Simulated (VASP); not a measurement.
# TiB2 (P6/mmm) in VASP: further runs

The runs below take TiB2 through relaxation of cell and atoms, with LDA.

All numbers are computed with VASP 6.6.1; they aren't measurements. Logs are shortened: lines on timing, memory, paths and dates and some standing lists are left out, and cuts for length are marked.

## (1) The cell of the first run

It takes space group P6/mmm (No. 191, hexagonal). Conventional cell: a = 2.995 Å, b = 2.995 Å, c = 3.157 Å, α = 90.00°, β = 90.00°, γ = 120.00°. Within 3.2 Å of Ti (site symmetry 6/mmm) lie 12 B at 2.34 Å and 8 Ti at 2.99 to 3.16 Å. B (site symmetry -6m2) has 3 B at 1.73 Å and 6 Ti at 2.34 Å within 2.4 Å.

## (2) Relaxation of cell and atoms, LDA

INCAR reads:

```
PREC = Accurate
ENCUT = 600
EDIFF = 1E-6
ISMEAR = 0
SIGMA = 0.1
LREAL = False
LASPH = True
NELM = 80
ALGO = Normal
ISIF = 3
LWAVE = False
LCHARG = False
IBRION = 2
NSW = 100
EDIFFG = -0.002
```

KPOINTS reads:

```
regular mesh
0
Gamma
  15 15 12
```

POSCAR reads:

```
TiB2
1.0
    2.9947159684      0.0000000029      0.0000000000
   -1.4973579867      2.5935001043      0.0000000000
    0.0000000000      0.0000000000      3.1567000252
Ti B
1 2
Direct
    0.0000000000      0.0000000000      0.0000000000
    0.3333333333      0.6666666667      0.5000000000
    0.6666666667      0.3333333333      0.5000000000
```

Potentials or basis: VASP PAW LDA potentials, release 64 (Ti_sv, B).

Run with:

```bash
> cat potpaw_LDA.64/Ti_sv/POTCAR potpaw_LDA.64/B/POTCAR > POTCAR
> mpirun -np 1 vasp_std > vasp.out
```

OUTCAR:

```text
PREC = Accurate
   ENCUT = 600
   EDIFF = 1E-6
   ISMEAR = 0
   LREAL = False
   LASPH = True
   NELM = 80
   ISIF = 3
   IBRION = 2
   NSW = 100
   EDIFFG = -0.002

 ion  position               nearest neighbor table
   1  0.000  0.000  0.000-   2 2.34   3 2.34   2 2.34   3 2.34   2 2.34   2 2.34   3 2.34   3 2.34
                             3 2.34   3 2.34   2 2.34   2 2.34
   2  0.333  0.667  0.500-   3 1.73   3 1.73   3 1.73   1 2.34   1 2.34   1 2.34   1 2.34   1 2.34
                             1 2.34
   3  0.667  0.333  0.500-   2 1.73   2 1.73   2 1.73   1 2.34   1 2.34   1 2.34   1 2.34   1 2.34
                             1 2.34

  LATTYP: Found a hexagonal cell.
 ALAT       =     2.9947159684
 C/A-ratio  =     1.0540899566

  Lattice vectors:

 A1 = (   2.9947159684,   0.0000000029,   0.0000000000)
 A2 = (  -1.4973579867,   2.5935001043,   0.0000000000)
 A3 = (   0.0000000000,   0.0000000000,   3.1567000252)

Analysis of symmetry for initial positions (statically):
=====================================================================
 Subroutine PRICEL returns:
 Original cell was already a primitive cell.

 Routine SETGRP: Setting up the symmetry group for a
 hexagonal supercell.

 Subroutine GETGRP returns: Found 24 space group operations
 (whereof 24 operations were pure point group operations)
 out of a pool of 24 trial point group operations.

The static configuration has the point symmetry D_6h.

Analysis of symmetry for dynamics (positions and initial velocities):
=====================================================================
 Subroutine PRICEL returns:
 Original cell was already a primitive cell.

 Routine SETGRP: Setting up the symmetry group for a
 hexagonal supercell.

 Subroutine GETGRP returns: Found 24 space group operations
 (whereof 24 operations were pure point group operations)
 out of a pool of 24 trial point group operations.

The dynamic configuration has the point symmetry D_6h.

 Subroutine INISYM returns: Found 24 space group operations
 (whereof 24 operations are pure point group operations),
 and found     1 'primitive' translations

----------------------------------------------------------------------------------------

                                     Primitive cell

  volume of cell :      24.5174

  direct lattice vectors                    reciprocal lattice vectors
     2.994715968  0.000000003  0.000000000     0.333921484  0.192789659  0.000000000
[... 110 lines left out ...]
  Fermi-wavevector in a.u.,A,eV,Ry     =   1.476864  2.790869 29.676050  2.181128
  Thomas-Fermi vector in A             =   2.591339
   LORBIT       =      0    0 simple, 1 ext, 2 COOP (PROOUT), +10 PAW based schemes
   GGA     = CA    functional components
   LHFCALC =     F    Hartree Fock is set to
   AEXX    =    0.0000 exact exchange contribution
   IVDW    =     0    specifies the selected vdW correction
   LEPSILON=     F    determine dielectric tensor
   LRPA    =     F    only Hartree local field effects (RPA)
 conjugate gradient relaxation of ions
 non-spin polarized calculation
 Gauss-broadening in eV      SIGMA  =   0.10
  energy-cutoff  :      600.00
  volume of cell :       24.52
 maximum number of plane-waves:       840
 NGX is ok and might be reduce to    24
   NGX = 11   NGY = 11   NGZ = 13

--------------------------------------- Ionic step        1  -------------------------------------------

 number of electron      18.0000003 magnetization

 Free energy of the ion-electron system (eV)
  ---------------------------------------------------
  ext. energy  EPLUGINS =         0.00000000
  ---------------------------------------------------
  free energy    TOTEN  =       -26.92314099 eV

  energy without entropy =      -26.92109013  energy(sigma->0) =      -26.92211556

------------------------ aborting loop because EDIFF is reached ----------------------------------------

  FORCE on cell =-STRESS in cart. coord.  units (eV):
  Direction    XX          YY          ZZ          XY          YZ          ZX
  --------------------------------------------------------------------------------------
  -------------------------------------------------------------------------------------
  Total        0.0700191      0.0700191      0.1392384      0.0000000      0.0000000     -0.0000000
  in kB        4.5756404      4.5756404      9.0990165      0.0000000      0.0000000     -0.0000000
  external PRESSURE =       6.0834324 kB  Pullay stress =       0.0000000 kB
[... 135 lines left out ...]
--------------------------------------- Ionic step        5  -------------------------------------------

 number of electron      18.0000003 magnetization

 Free energy of the ion-electron system (eV)
  ---------------------------------------------------
  ext. energy  EPLUGINS =         0.00000000
  ---------------------------------------------------
  free energy    TOTEN  =       -26.92327619 eV

  energy without entropy =      -26.92123059  energy(sigma->0) =      -26.92225339

 E-fermi :  10.4338     XC(G=0): -13.1628

 val. band max:       10.4258241580   @ k =   0.2667   0.2000   0.0000
 cond. band min:      10.4407060680   @ k =   0.0667   0.0000   0.2500
 fundamental gap:      0.0148819100
 Fermi energy:        10.4337605113

 k-point     1 :       0.0000    0.0000    0.0000
  band No.  band energies     occupation
      1     -45.7172      2.00000
      2     -22.4648      2.00000
      3     -22.1223      2.00000
      4     -22.1223      2.00000
      5      -3.1041      2.00000
      6       7.6611      2.00000
      7       7.6611      2.00000
      8       8.2121      2.00000
      9       8.2513      2.00000
     10      12.4160      0.00000
     11      12.4160      0.00000
     12      14.3135      0.00000
     13      14.3135      0.00000
[... 354 lines left out ...]
  band No.  band energies     occupation
      1     -45.6444      2.00000
      2     -22.5419      2.00000
      3     -22.3760      2.00000
      4     -22.3375      2.00000
      5       1.5553      2.00000
      6       1.6063      2.00000
      7       4.5037      2.00000
      8       7.6582      2.00000
      9       9.8341      2.00000
     10      10.3559      1.72932
     11      12.5061      0.00000
     12      13.2092      0.00000
     13      16.3971      0.00000

 [... further k-points ...]

------------------------ aborting loop because EDIFF is reached ----------------------------------------

  FORCE on cell =-STRESS in cart. coord.  units (eV):
  Direction    XX          YY          ZZ          XY          YZ          ZX
  --------------------------------------------------------------------------------------
  -------------------------------------------------------------------------------------
  Total        0.0010564      0.0010564      0.0044473      0.0000000     -0.0000000     -0.0000000
  in kB        0.0688845      0.0688845      0.2899876      0.0000000     -0.0000000     -0.0000000
  external PRESSURE =       0.1425855 kB  Pullay stress =       0.0000000 kB
[... 18 lines left out ...]
  FREE ENERGIE OF THE ION-ELECTRON SYSTEM (eV)
  ---------------------------------------------------
  free  energy   TOTEN  =       -26.9232761922 eV

  energy  without entropy=      -26.9212305918  energy(sigma->0) =      -26.92225339

 reached required accuracy - stopping structural energy minimisation
```

OSZICAR:

```text
N       E                     dE             d eps       ncg     rms          rms(c)
DAV:   1     0.134266967268E+03    0.13427E+03   -0.10144E+04  4914   0.176E+03
DAV:   2    -0.217500167745E+02   -0.15602E+03   -0.15199E+03  4994   0.417E+02
[... 34 lines left out ...]
   4 F= -.26923263E+02 E0= -.26922237E+02  d E =-.122006E-03
       N       E                     dE             d eps       ncg     rms          rms(c)
DAV:   1    -0.269233072220E+02   -0.43871E-04   -0.14928E-03  5269   0.636E-01    0.409E-02
DAV:   2    -0.269232849936E+02    0.22228E-04   -0.10760E-04  5212   0.131E-01    0.220E-02
DAV:   3    -0.269232779906E+02    0.70030E-05   -0.96567E-06  5848   0.414E-02    0.980E-03
DAV:   4    -0.269232761807E+02    0.18099E-05   -0.33459E-06  4505   0.219E-02    0.132E-03
DAV:   5    -0.269232761922E+02   -0.11490E-07   -0.51844E-07  2647   0.876E-03
   5 F= -.26923276E+02 E0= -.26922253E+02  d E =-.131987E-04
```

CONTCAR:

```text
TiB2
   1.00000000000000
     2.9955901237373657    0.0000000029008504   -0.0000000000000000
    -1.4977950643694093    2.5942571450285845    0.0000000000000000
     0.0000000000000000   -0.0000000000000000    3.1617580664740954
  Ti              B
     1     2
Direct
     0.0000000000000000    0.0000000000000000    0.0000000000000000
     0.3333333332999970    0.6666666667000030    0.5000000000000000
     0.6666666667000030    0.3333333332999970    0.5000000000000000

  0.00000000E+00  0.00000000E+00  0.00000000E+00
  0.00000000E+00  0.00000000E+00  0.00000000E+00
  0.00000000E+00  0.00000000E+00  0.00000000E+00
```

Wall time 4.3 min (1 thread of Intel Xeon 8259CL, shared host); peak memory 0.2 GiB.

Results:

```
Free energy                           : -26.9233 eV
Relaxed volume                        : 8.19 Å³/atom
Relaxed cell                          : a = 2.996 Å, b = 2.996 Å, c = 3.162 Å, α = 90.00°, β = 90.00°, γ = 120.00°
Space group after relaxing (to 0.1 Å) : P6/mmm (No. 191)
Energy gained by relaxing             : 0.0 meV/atom
Ionic steps                           : 5
Pressure after relaxing               : 0.0 GPa
Band gap on the k mesh                : zero (bands 9 and 10 overlap by 0.73 eV)
```

The path:
```tsv
step	energy change (eV)	largest force (eV/Å)	pressure (GPa)	volume (Å³)
1	0.0000	0.0000	0.61	24.52
2	0.0000	0.0000	-0.58	24.63
3	-0.0001	0.0000	-0.07	24.57
4	-0.0001	0.0000	-0.03	24.57
5	-0.0001	0.0000	0.01	24.57
```

Final structure:
```xyz
3
Lattice="2.9956 0.0000 0.0000 -1.4978 2.5943 0.0000 0.0000 0.0000 3.1618" Properties=species:S:1:pos:R:3 pbc="T T T"
Ti    0.0000    0.0000    0.0000
B     0.0000    1.7295    1.5809
B     1.4978    0.8648    1.5809
```

## (3) Relaxation of cell and atoms, LDA

INCAR reads:

```
SYSTEM = TiB2
ALGO = Normal
EDIFF = 1E-7
EDIFFG = -0.001
ENCUT = 600
IBRION = 2
ISIF = 3
ISMEAR = -1
LASPH = .True.
LCHARG = .False.
LREAL = .False.
LWAVE = .False.
NELM = 60
NSW = 80
PREC = Accurate
SIGMA = 0.15
```

KPOINTS reads:

```
k-points
0
Gamma
  15 15 12
  0 0 0
```

POSCAR reads:

```
TiB2
1.0
    2.9938019908      0.0000000029      0.0000000000
   -1.4969009979      2.5927085765      0.0000000000
    0.0000000000      0.0000000000      3.1591707131
Ti B
1 2
Direct
    0.0000000000      0.0000000000      0.0000000000
    0.3333333333      0.6666666667      0.5000000000
    0.6666666667      0.3333333333      0.5000000000
```

Potentials or basis: VASP PAW LDA potentials, release 64 (Ti_sv, B).

Run with:

```bash
> cat potpaw_LDA.64/Ti_sv/POTCAR potpaw_LDA.64/B/POTCAR > POTCAR
> mpirun -np 1 vasp_std > vasp.out
```

OUTCAR:

```text
SYSTEM = TiB2
   EDIFF = 1E-7
   EDIFFG = -0.001
   ENCUT = 600
   IBRION = 2
   ISIF = 3
   ISMEAR = -1
   LASPH = .True.
   LREAL = .False.
   NELM = 60
   NSW = 80
   PREC = Accurate

 ion  position               nearest neighbor table
   1  0.000  0.000  0.000-   2 2.34   3 2.34   2 2.34   3 2.34   3 2.34   3 2.34   2 2.34   2 2.34
                             3 2.34   3 2.34   2 2.34   2 2.34
   2  0.333  0.667  0.500-   3 1.73   3 1.73   3 1.73   1 2.34   1 2.34   1 2.34   1 2.34   1 2.34
                             1 2.34
   3  0.667  0.333  0.500-   2 1.73   2 1.73   2 1.73   1 2.34   1 2.34   1 2.34   1 2.34   1 2.34
                             1 2.34

  LATTYP: Found a hexagonal cell.
 ALAT       =     2.9938019908
 C/A-ratio  =     1.0552370273

  Lattice vectors:

 A1 = (   2.9938019908,   0.0000000029,   0.0000000000)
 A2 = (  -1.4969009979,   2.5927085765,   0.0000000000)
[... 389 lines left out ...]
      5      -3.1071      2.00000
      6       7.6557      2.00000
      7       7.6557      2.00000
      8       8.2087      2.00000
      9       8.2466      2.00000
     10      12.4111      0.00000
     11      12.4111      0.00000
     12      14.3065      0.00000
     13      14.3065      0.00000
[... 354 lines left out ...]
  band No.  band energies     occupation
      1     -45.6488      2.00000
      2     -22.5466      2.00000
      3     -22.3789      2.00000
      4     -22.3425      2.00000
      5       1.5518      2.00000
      6       1.6011      2.00000
      7       4.4996      2.00000
      8       7.6552      2.00000
      9       9.8302      1.95350
     10      10.3506      1.13336
     11      12.4992      0.00000
     12      13.2026      0.00000
     13      16.3890      0.00000

 [... further k-points ...]

------------------------ aborting loop because EDIFF is reached ----------------------------------------

  FORCE on cell =-STRESS in cart. coord.  units (eV):
  Direction    XX          YY          ZZ          XY          YZ          ZX
  --------------------------------------------------------------------------------------
  -------------------------------------------------------------------------------------
  Total       -0.0013924     -0.0013924      0.0007783     -0.0000000      0.0000000      0.0000000
  in kB       -0.0907386     -0.0907386      0.0507199     -0.0000000      0.0000000      0.0000000
  external PRESSURE =      -0.0435858 kB  Pullay stress =       0.0000000 kB
[... 18 lines left out ...]
  FREE ENERGIE OF THE ION-ELECTRON SYSTEM (eV)
  ---------------------------------------------------
  free  energy   TOTEN  =       -26.9365119055 eV

  energy  without entropy=      -26.9072695588  energy(sigma->0) =      -26.92189073

 reached required accuracy - stopping structural energy minimisation
```

Run time: 6.6 min. Hardware: 1 thread of Intel Xeon 8259CL, shared host; peak memory 0.2 GiB.

Results:

```
Free energy                           : -26.9365 eV
Relaxed volume                        : 8.19 Å³/atom
Relaxed cell                          : a = 2.996 Å, b = 2.996 Å, c = 3.162 Å, α = 90.00°, β = 90.00°, γ = 120.00°
Space group after relaxing (to 0.1 Å) : P6/mmm (No. 191)
Energy gained by relaxing             : 0.0 meV/atom
Ionic steps                           : 11
Pressure after relaxing               : 0.0 GPa
Band gap on the k mesh                : zero (bands 9 and 10 overlap by 0.73 eV)
```

The path:
```tsv
step	energy change (eV)	largest force (eV/Å)	pressure (GPa)	volume (Å³)
1	0.0000	0.0000	0.70	24.52
2	0.0000	0.0000	-0.75	24.65
3	-0.0001	0.0000	-0.01	24.58
4	-0.0001	0.0000	0.00	24.58
5	-0.0001	0.0000	0.01	24.58
6	-0.0001	0.0000	0.02	24.58
7	-0.0001	0.0000	0.03	24.58
8	-0.0001	0.0000	0.02	24.58
9	-0.0001	0.0000	0.02	24.58
10	-0.0001	0.0000	0.02	24.58
11	-0.0001	0.0000	0.00	24.58
```

Final structure:
```yaml
crystal:
  lattice:
    - [2.99628, 0.00000, 0.00000]
    - [-1.49814, 2.59485, 0.00000]
    - [0.00000, 0.00000, 3.16209]
  atoms:
    - { symbol: Ti, position: [0.00000, 0.00000, 0.00000] }
    - { symbol: B, position: [0.33333, 0.66667, 0.50000] }
    - { symbol: B, position: [0.66667, 0.33333, 0.50000] }
```

Levels at points of the mesh, in eV from the Fermi level:
| k point | band 6 | band 7 | band 8 | band 9 | band 10 | band 11 | band 12 | band 13 |
| --- | --- | --- | --- | --- | --- | --- | --- | --- |
| (0.00, 0.00, 0.00) | -2.74 | -2.74 | -2.18 | -2.14 | 2.02 | 2.02 | 3.92 | 3.92 |
| (0.00, 0.00, 0.50) | -7.67 | -0.56 | -0.56 | -0.24 | -0.24 | 0.46 | 0.46 | 1.85 |

The gap in the log of VASP goes by the Fermi energy; the results here count the filled bands.